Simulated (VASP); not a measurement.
# GeB4P (P1) in VASP: single point with PBE

Aim: the single point of GeB4P with PBE.

All numbers are computed with VASP 6.6.1; they aren't measurements. Logs are shortened: lines on timing, memory, paths and dates and some standing lists are left out, and cuts for length are marked.

## (1) The cell of the first run

The typed cell holds 12 atoms: a = 3.173 Å, b = 4.884 Å, c = 8.664 Å, α = 89.57°, β = 89.59°, γ = 88.47°.

## (2) Single point, PBE

INCAR

```
SYSTEM = GeB4P
PREC = Accurate
ENCUT = 520
EDIFF = 1E-6
ISMEAR = 0
SIGMA = 0.1
LREAL = .False.
LASPH = .True.
NELM = 80
ALGO = Fast
ISIF = 2
LWAVE = .False.
LCHARG = .False.
GGA = PE
NBANDS = 43
```

KPOINTS

```
regular mesh
0
Gamma
  6 4 2
  0 0 0
```

POSCAR

```
GeB4P
1.0
    3.1725853151      0.0000000000      0.0000000000
    0.1300822426      4.8825904790      0.0000000000
    0.0624237344      0.0635751050      8.6636380372
Ge B P
2 8 2
Direct
    0.6571854514      0.4165824830      0.9543274914
    0.3165659428      0.9189280224      0.0538819780
    0.9547748284      0.4102241385      0.7365394281
    0.3650007056      0.9094057081      0.6531257489
    0.9049935106      0.2694328678      0.3078034471
    0.4063110415      0.7689435254      0.2849637537
    0.4501153970      0.2547869127      0.7031245101
    0.8952393691      0.7673185482      0.7040677909
    0.4159468934      0.1379923989      0.2721301871
    0.8866190528      0.6301576249      0.3340289317
    0.1120352076      0.9752550370      0.4489963965
    0.6352125999      0.5409727327      0.5470103366
```

Potentials or basis: VASP PAW PBE potentials, release 64 (Ge_d, B, P).

Run with:

```sh
$ cat potpaw_PBE.64/Ge_d/POTCAR potpaw_PBE.64/B/POTCAR potpaw_PBE.64/P/POTCAR > POTCAR
$ mpirun -np 1 vasp_std > vasp.out
```

OUTCAR:

```text
SYSTEM = GeB4P
   PREC = Accurate
   ENCUT = 520
   EDIFF = 1E-6
   ISMEAR = 0
   LREAL = .False.
   LASPH = .True.
   NELM = 80
   ISIF = 2
   GGA = PE

 ion  position               nearest neighbor table
   1  0.657  0.417  0.954-   3 2.10   7 2.42   2 2.79   2 2.81
   2  0.317  0.919  0.054-   6 2.15   9 2.21   1 2.79   1 2.81
   3  0.955  0.410  0.737-   7 1.75   8 1.77   7 1.82  12 2.03   1 2.10
   4  0.365  0.909  0.653-   8 1.71   7 1.77   8 1.86  11 1.97  12 2.18
   5  0.905  0.269  0.308-   9 1.73   9 1.75  10 1.78  11 1.98
   6  0.406  0.769  0.285-  10 1.71   9 1.81  10 1.84  11 1.96   2 2.15
   7  0.450  0.255  0.703-   3 1.75   4 1.77   3 1.82  12 2.03   1 2.42
   8  0.895  0.767  0.704-   4 1.71   3 1.77   4 1.86  12 1.96  11 2.52
   9  0.416  0.138  0.272-   5 1.73   5 1.75   6 1.81  11 1.98   2 2.21
  10  0.887  0.630  0.334-   6 1.71   5 1.78   6 1.84  12 2.05  11 2.11
  11  0.112  0.975  0.449-   6 1.96   4 1.97   9 1.98   5 1.98  10 2.11   8 2.52  12 2.76  12 2.79

  12  0.635  0.541  0.547-   8 1.96   3 2.03   7 2.03  10 2.05   4 2.18  11 2.76  11 2.79

  LATTYP: Found a triclinic cell.
 ALAT       =     4.8843230007
 B/A-ratio  =     0.6495445356
 C/A-ratio  =     1.7738581530
 COS(alpha) =     0.0072048755
 COS(beta)  =     0.0075270472
 COS(gamma) =     0.0266326045

  Lattice vectors:

 A1 = (  -0.1300822426,  -4.8825904790,   0.0000000000)
 A2 = (  -3.1725853151,   0.0000000000,   0.0000000000)
 A3 = (  -0.0624237344,  -0.0635751050,  -8.6636380372)

Analysis of symmetry for initial positions (statically):
=====================================================================
 Subroutine PRICEL returns:
 Original cell was already a primitive cell.

 Routine SETGRP: Setting up the symmetry group for a
 triclinic supercell.

 Subroutine GETGRP returns: Found  1 space group operations
 (whereof  1 operations were pure point group operations)
 out of a pool of  2 trial point group operations.

The static configuration has the point symmetry C_1 .

Analysis of symmetry for dynamics (positions and initial velocities):
=====================================================================
 Subroutine PRICEL returns:
 Original cell was already a primitive cell.

 Routine SETGRP: Setting up the symmetry group for a
 triclinic supercell.

 Subroutine GETGRP returns: Found  1 space group operations
 (whereof  1 operations were pure point group operations)
 out of a pool of  2 trial point group operations.

The dynamic configuration has the point symmetry C_1 .

 Subroutine INISYM returns: Found  1 space group operations
 (whereof  1 operations are pure point group operations),
 and found     1 'primitive' translations

----------------------------------------------------------------------------------------

                                     Primitive cell

  volume of cell :     134.2035

  direct lattice vectors                    reciprocal lattice vectors
     3.172585315  0.000000000  0.000000000     0.315200349 -0.008397585 -0.002209477
     0.130082243  4.882590479  0.000000000     0.000000000  0.204809313 -0.001502922
     0.062423734  0.063575105  8.663638037     0.000000000  0.000000000  0.115424951

  length of vectors
     3.172585315  4.884323001  8.664096177     0.315319935  0.204814827  0.115424951

  position of ions in fractional coordinates (direct lattice)
     0.657185451  0.416582483  0.954327491
     0.316565943  0.918928022  0.053881978
     0.954774828  0.410224138  0.736539428
     0.365000706  0.909405708  0.653125749
     0.904993511  0.269432868  0.307803447
     0.406311041  0.768943525  0.284963754
     0.450115397  0.254786913  0.703124510
     0.895239369  0.767318548  0.704067791
     0.415946893  0.137992399  0.272130187
     0.886619053  0.630157625  0.334028932
     0.112035208  0.975255037  0.448996397
     0.635212600  0.540972733  0.547010337

  ion indices of the primitive-cell ions
   primitive index   ion index
                 1           1
                 2           2
                 3           3
                 4           4
                 5           5
                 6           6
                 7           7
                 8           8
                 9           9
                10          10
                11          11
                12          12

----------------------------------------------------------------------------------------

 KPOINTS: regular mesh

Automatic generation of k-mesh.
 Grid dimensions read from file:
 generate k-points for:    6    4    2

 Generating k-lattice:

  Cartesian coordinates                     Fractional coordinates (reciprocal lattice)
     0.052533392 -0.001399597 -0.000368246     0.166666667  0.000000000 -0.000000000
     0.000000000  0.051202328 -0.000375731     0.000000000  0.250000000  0.000000000
     0.000000000  0.000000000  0.057712476     0.000000000  0.000000000  0.500000000

  Length of vectors
     0.052553323  0.051203707  0.057712476

  Shift w.r.t. Gamma in fractional coordinates (k-lattice)
     0.000000000  0.000000000  0.000000000

 Subroutine IBZKPT returns following result:
 ===========================================

 Found     28 irreducible k-points:

 Following reciprocal coordinates:
            Coordinates               Weight
  0.000000  0.000000  0.000000      1.000000
  0.166667  0.000000 -0.000000      2.000000
  0.333333  0.000000 -0.000000      2.000000
  0.500000  0.000000 -0.000000      1.000000
  0.000000  0.250000  0.000000      2.000000
  0.166667  0.250000 -0.000000      2.000000
[... 16 lines left out ...]
 -0.333333  0.250000  0.500000      2.000000
 -0.166667  0.250000  0.500000      2.000000
 [... further k-points ...]
   k-points           NKPTS =     28   k-points in BZ     NKDIM =     28   number of bands    NBANDS=     43
   number of dos      NEDOS =    301   number of ions     NIONS =     12
   total plane-waves  NPLWV =  55296
   dimension x,y,z NGX =    24 NGY =   36 NGZ =   64
   dimension x,y,z NGXF=    48 NGYF=   72 NGZF=  128
   ions per type =               2   8   2
   NGX,Y,Z   is equivalent  to a cutoff of  12.58, 12.25, 12.28 a.u.
   NGXF,Y,Z  is equivalent  to a cutoff of  25.15, 24.51, 24.56 a.u.
 SYSTEM =  GeB4P
   PREC   = accura    normal or accurate (medium, high low for compatibility)
   ISTART =      0    job   : 0-new  1-cont  2-samecut
   ICHARG =      2    charge: 1-file 2-atom 10-const
   ISPIN  =      1    spin polarized calculation?
   LNONCOLLINEAR =      F non collinear calculations
   LSORBIT =      F    spin-orbit coupling
   LASPH  =      T    aspherical Exc in radial PAW
   ENCUT  =  520.0 eV  38.22 Ry    6.18 a.u.   5.90  9.08 16.11*2*pi/ulx,y,z
   NELM   =     80;   NELMIN=  2; NELMDL= -5     # of ELM steps
   EDIFF  = 0.1E-05   stopping-criterion for ELM
   LREAL  =      F    real-space projection
   EDIFFG = 0.1E-04   stopping-criterion for IOM
   NSW    =      0    number of steps for IOM
   IBRION =     -1    ionic relax: 0-MD 1-quasi-New 2-CG
   NFREE  =      0    steps in history (QN), initial steepest desc. (CG)
   ISIF   =      2    stress and relaxation
   ISYM   =      2    0-nonsym 1-usesym 2-fastsym
   POTIM  = 0.5000    time-step for ionic-motion
   TEBEG  =    0.0;   TEEND  =   0.0 temperature during run
   PSTRESS=    0.0 pullay stress
   NELECT =      62.0000    total number of electrons
   NUPDOWN=      -1.0000    fix difference up-down
   EMIN   =  10.00;   EMAX   =-10.00  energy-range for DOS
   EFERMI =   0.00;   METHOD = LEGACY
   ISMEAR =     0;   SIGMA  =   0.10  broadening in eV -4-tet -1-fermi 0-gaus
   EFERMI_NEDOS =   21; number of points for ismear=-14 and -15
   IALGO  =     68    algorithm
   IMIX   =      4    mixing-type and parameters
     AMIX     =   0.40;   BMIX     =  1.00
     AMIX_MAG =   1.60;   BMIX_MAG =  1.00
  volume/ion in A,a.u.               =      11.18        75.47
  Fermi-wavevector in a.u.,A,eV,Ry     =   1.265564  2.391569 21.791800  1.601652
  Thomas-Fermi vector in A             =   2.398810
   LORBIT       =      0    0 simple, 1 ext, 2 COOP (PROOUT), +10 PAW based schemes
   GGA     = PE    functional components
   LHFCALC =     F    Hartree Fock is set to
   AEXX    =    0.0000 exact exchange contribution
   IVDW    =     0    specifies the selected vdW correction
   LEPSILON=     F    determine dielectric tensor
   LRPA    =     F    only Hartree local field effects (RPA)
 non-spin polarized calculation
 RMM-DIIS sequential band-by-band and
 Gauss-broadening in eV      SIGMA  =   0.10
  energy-cutoff  :      520.00
  volume of cell :      134.20
 maximum number of plane-waves:      3646
   NGX = 11   NGY = 19   NGZ = 33

 number of electron      61.9999977 magnetization

 Free energy of the ion-electron system (eV)
  ---------------------------------------------------
  ext. energy  EPLUGINS =         0.00000000
  ---------------------------------------------------
  free energy    TOTEN  =       -67.21407679 eV

  energy without entropy =      -67.20519822  energy(sigma->0) =      -67.20963751

 E-fermi :   6.0895     XC(G=0): -11.0595

 val. band max:        6.0453760792   @ k =   0.3333   0.5000  -0.0000
 cond. band min:       6.1807117943   @ k =   0.5000   0.0000   0.5000
 fundamental gap:      0.1353357151
 Fermi energy:         6.0895287222

 k-point     1 :       0.0000    0.0000    0.0000
  band No.  band energies     occupation
      1     -18.6532      2.00000
      2     -18.6248      2.00000
      3     -18.5981      2.00000
      4     -18.5747      2.00000
      5     -18.5630      2.00000
      6     -18.3924      2.00000
[... 35 lines left out ...]
     42      11.9961      0.00000
     43      12.6764      0.00000

 k-point     2 :       0.1667    0.0000   -0.0000
  band No.  band energies     occupation
      1     -18.6442      2.00000
      2     -18.6284      2.00000
      3     -18.5974      2.00000
      4     -18.5768      2.00000
      5     -18.5632      2.00000
      6     -18.3805      2.00000
[... 35 lines left out ...]
     42      12.2410      0.00000
     43      13.0113      0.00000

 k-point     3 :       0.3333    0.0000   -0.0000
  band No.  band energies     occupation
      1     -18.6384      2.00000
      2     -18.6308      2.00000
      3     -18.5908      2.00000
      4     -18.5796      2.00000
      5     -18.5627      2.00000
      6     -18.3630      2.00000
[... 35 lines left out ...]
     42      12.1661      0.00000
     43      13.5873      0.00000

 k-point     4 :       0.5000    0.0000   -0.0000
  band No.  band energies     occupation
      1     -18.6418      2.00000
      2     -18.6301      2.00000
      3     -18.5852      2.00000
      4     -18.5801      2.00000
      5     -18.5613      2.00000
      6     -18.3654      2.00000
[... 863 lines left out ...]
     42      12.0839      0.00000
     43      12.3791      0.00000

 k-point    23 :      -0.3333    0.2500    0.5000
  band No.  band energies     occupation
      1     -18.6390      2.00000
      2     -18.6310      2.00000
      3     -18.5910      2.00000
      4     -18.5814      2.00000
      5     -18.5634      2.00000
      6     -18.3624      2.00000
[... 35 lines left out ...]
     42      12.5839      0.00000
     43      12.7650      0.00000

 k-point    24 :      -0.1667    0.2500    0.5000
  band No.  band energies     occupation
      1     -18.6454      2.00000
      2     -18.6286      2.00000
      3     -18.5974      2.00000
      4     -18.5780      2.00000
      5     -18.5645      2.00000
      6     -18.3790      2.00000
[... 35 lines left out ...]
     42      12.2044      0.00000
     43      12.5287      0.00000

 [... further k-points ...]

------------------------ aborting loop because EDIFF is reached ----------------------------------------

  FORCE on cell =-STRESS in cart. coord.  units (eV):
  Direction    XX          YY          ZZ          XY          YZ          ZX
  --------------------------------------------------------------------------------------
  -------------------------------------------------------------------------------------
  Total        0.2678265      0.1681588      1.6505557     -0.4971841     -0.8856468      0.3025143
  in kB        3.1974237      2.0075492     19.7050186     -5.9355897    -10.5732194      3.6115410
  external PRESSURE =       8.3033305 kB  Pullay stress =       0.0000000 kB

 VOLUME and BASIS-vectors are now :
 -----------------------------------------------------------------------------
  energy-cutoff  :      520.00
  volume of cell :      134.20
      direct lattice vectors                 reciprocal lattice vectors
     3.172585315  0.000000000  0.000000000     0.315200349 -0.008397585 -0.002209477
     0.130082243  4.882590479  0.000000000     0.000000000  0.204809313 -0.001502922
     0.062423734  0.063575105  8.663638037     0.000000000  0.000000000  0.115424951

 POSITION                                       TOTAL-FORCE (eV/Angst)
 -----------------------------------------------------------------------------------
      2.19874      2.09467      8.26795        -0.102848      0.086669      0.298545
      1.12723      4.49017      0.46681        -0.123190      0.009797     -0.510709
      3.12845      2.04978      6.38111        -0.218273      0.309800     -0.442998
      1.31706      4.48178      5.65845         0.048674      0.099616      0.225080
      2.92543      1.33510      2.66670         0.141372      0.261885     -0.013907
      1.40687      3.77255      2.46882        -0.210203      0.060022      0.514365
      1.50506      1.28872      6.09162         0.072771     -0.176401     -0.377584
      2.98399      3.79126      6.09979         0.151846     -0.403357      0.076062
      1.35456      0.69106      2.35764        -0.010785      0.026699      0.085644
      2.91570      3.09804      2.89391        -0.150808     -0.055061      0.230944
      0.51033      4.79032      3.88994         0.306863     -0.231746     -0.468791
      2.11978      2.67612      4.73910         0.094582      0.012076      0.383349
 -----------------------------------------------------------------------------------
    total drift:                                0.000560      0.000616      0.000157

  FREE ENERGIE OF THE ION-ELECTRON SYSTEM (eV)
  ---------------------------------------------------
  free  energy   TOTEN  =       -67.2140767881 eV

  energy  without entropy=      -67.2051982249  energy(sigma->0) =      -67.20963751
```

Wall time 98 s (1 thread of Oxide Virtual Turin-like, shared host); peak memory 0.27 GiB.

What came out:

- Free energy: -67.2141 eV
- Pressure: 0.8 GPa
- Largest force: 0.606 eV/Å
- Band gap on the k mesh: zero (bands 31 and 32 overlap by 1.59 eV)

Forces on the atoms (eV/Å):
```
Ge  -0.103  0.087  0.299
Ge  -0.123  0.010 -0.511
B   -0.218  0.310 -0.443
B    0.049  0.100  0.225
B    0.141  0.262 -0.014
B   -0.210  0.060  0.514
B    0.073 -0.176 -0.378
B    0.152 -0.403  0.076
B   -0.011  0.027  0.086
B   -0.151 -0.055  0.231
P    0.307 -0.232 -0.469
P    0.095  0.012  0.383
```

Levels at points of the mesh, in eV from the Fermi level:
| k point | band 27 | band 28 | band 29 | band 30 | band 31 | band 32 | band 33 | band 34 | band 35 | band 36 |
| --- | --- | --- | --- | --- | --- | --- | --- | --- | --- | --- |
| (0.00, 0.00, 0.00) | -1.55 | -1.22 | -0.79 | -0.39 | -0.26 | 1.70 | 2.64 | 3.01 | 3.30 | 3.72 |
| (0.50, 0.00, 0.00) | -3.59 | -2.88 | -1.93 | -1.49 | -1.01 | -0.44 | 0.54 | 1.53 | 1.67 | 1.85 |
| (0.00, 0.50, 0.00) | -1.77 | -1.42 | -1.19 | -0.14 | 0.41 | 1.46 | 2.40 | 2.69 | 3.28 | 3.34 |
| (0.50, 0.50, 0.00) | -2.42 | -2.08 | -1.64 | -1.49 | -1.36 | -0.88 | -0.41 | 0.75 | 2.63 | 3.13 |
| (0.00, 0.00, 0.50) | -1.35 | -1.00 | -0.89 | -0.41 | 0.71 | 1.91 | 2.65 | 2.90 | 3.10 | 3.61 |
| (0.50, 0.00, 0.50) | -2.30 | -2.17 | -1.64 | -1.46 | -0.74 | -0.29 | 0.09 | 0.22 | 0.73 | 2.33 |
| (0.00, 0.50, 0.50) | -1.77 | -1.44 | -1.18 | -1.09 | -0.41 | 0.83 | 1.64 | 2.91 | 3.35 | 3.63 |
| (0.50, 0.50, 0.50) | -2.37 | -2.19 | -1.53 | -0.92 | -0.71 | -0.21 | 1.06 | 1.34 | 2.13 | 2.52 |

Caveat: the k points lie up to 0.36 Å⁻¹ apart, too coarse for converged energies and pressures of a metal.

The gap in the log of VASP goes by the Fermi energy; the results here count the filled bands.